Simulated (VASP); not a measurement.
A run of VASP 6.6.1:

The input INCAR:

```
PREC = Accurate
ENCUT = 520
EDIFF = 1E-7
ISMEAR = 0
SIGMA = 0.05
LREAL = False
LASPH = True
NELM = 100
ALGO = Normal
ISIF = 2
LWAVE = False
LCHARG = False
GGA = PS
NBANDS = 64
```

The input KPOINTS:

```
regular mesh
0
Gamma
  6 6 6
```

Contents of POSCAR:

```
SnO2
1.0
    3.2692028840      1.8874751651      3.7471603456
   -3.2692028840      1.8874751651      3.7471603456
    0.0000000000     -3.7749503301      3.7471603456
Sn O
4 8
Direct
    0.8646807174      0.8646807174      0.8646807174
    0.3648245829      0.3648245829      0.8648190111
    0.3648245829      0.8648190111      0.3648245829
    0.8648190111      0.3648245829      0.3648245829
    0.1235003534      0.6233501671      0.6233501671
    0.6233501671      0.1235003534      0.6233501671
    0.6233501671      0.6233501671      0.1235003534
    0.6062113146      0.6062113146      0.6062113146
    0.1234715296      0.1234715296      0.1234715296
    0.1060883083      0.1060883083      0.6062369573
    0.1060883083      0.6062369573      0.1060883083
    0.6062369573      0.1060883083      0.1060883083
```

Potentials or basis: VASP PAW PBE potentials, release 64 (Sn_d, O).

Run with:

```console
$ cat potpaw_PBE.64/Sn_d/POTCAR potpaw_PBE.64/O/POTCAR > POTCAR
$ mpirun -np 1 vasp_std > vasp.out
```

Hardware: 1 thread of Oxide Virtual Turin-like Processor, on a shared host.

Question: How long does it take, and how much memory?

Answer: It took 7.7 min on 1 thread of Oxide Virtual Turin-like Processor (shared host), peak memory 0.31 GiB. Counts: scf iterations 15, k points 32.
